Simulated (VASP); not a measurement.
Here is a VASP 6.6.1 calculation.

File INCAR:

```
PREC     = Accurate       # precision mode
ENCUT    = 600            # plane-wave cutoff, eV
EDIFF    = 1E-7           # SCF threshold, eV
ISMEAR   = 1              # smearing method
SIGMA    = 0.1            # smearing width, eV
LREAL    = False          # projectors in reciprocal space
LASPH    = True           # aspherical terms in the spheres
NELM     = 100            # most SCF steps
ALGO     = Normal         # electronic algorithm
ISIF     = 3              # what is computed and relaxed
LWAVE    = False          # write WAVECAR
LCHARG   = False          # write CHGCAR
GGA      = PS             # functional
IBRION   = 2              # ionic algorithm
NSW      = 60             # ionic steps
EDIFFG   = -0.02          # ionic threshold
PSTRESS  = 300.0
```

Contents of KPOINTS:

```
Automatic mesh
0
Gamma
  9 9 9
```

The input POSCAR:

```
HfN
1.0
    0.0000000000      2.4548220000      2.4548220000
    2.4548220000      0.0000000000      2.4548220000
    2.4548220000      2.4548220000      0.0000000000
Hf N
1 1
Direct
    0.0000000000      0.0000000000      0.0000000000
    0.7500000000      0.7500000000      0.7500000000
```

Potentials or basis: VASP PAW PBE potentials, release 64 (Hf_pv, N).

Launch:

```sh
$ cat potpaw_PBE.64/Hf_pv/POTCAR potpaw_PBE.64/N/POTCAR > POTCAR
$ mpirun -np 1 vasp_std > vasp.out
```

Q: Predict the relaxed volume.

A: 12.80 Å³/atom.

Q: Predict the relaxed cell.

A: a = 3.308 Å, b = 3.308 Å, c = 3.308 Å, α = 60.00°, β = 60.00°, γ = 60.00°.

Q: Estimate the space group after relaxing (to 0.05 Å).

A: F-43m (No. 216).

Step by step:
| step | energy change (eV) | largest force (eV/Å) | pressure (GPa) | volume (Å³) |
| --- | --- | --- | --- | --- |
| 1 | 0.0000 | 0.0000 | -6.00 | 29.59 |
| 2 | 6.3896 | 0.0000 | 275.78 | 17.51 |
| 3 | 0.1489 | 0.0000 | 23.10 | 26.17 |
| 4 | 0.2115 | 0.0000 | 27.81 | 25.78 |
| 5 | 0.2433 | 0.0000 | 30.01 | 25.60 |

Caveat: the cell is relaxed towards a set pressure, so the enthalpy falls and the energy may rise; the PAW data sets were made with another functional, which shifts forces and pressure a little.
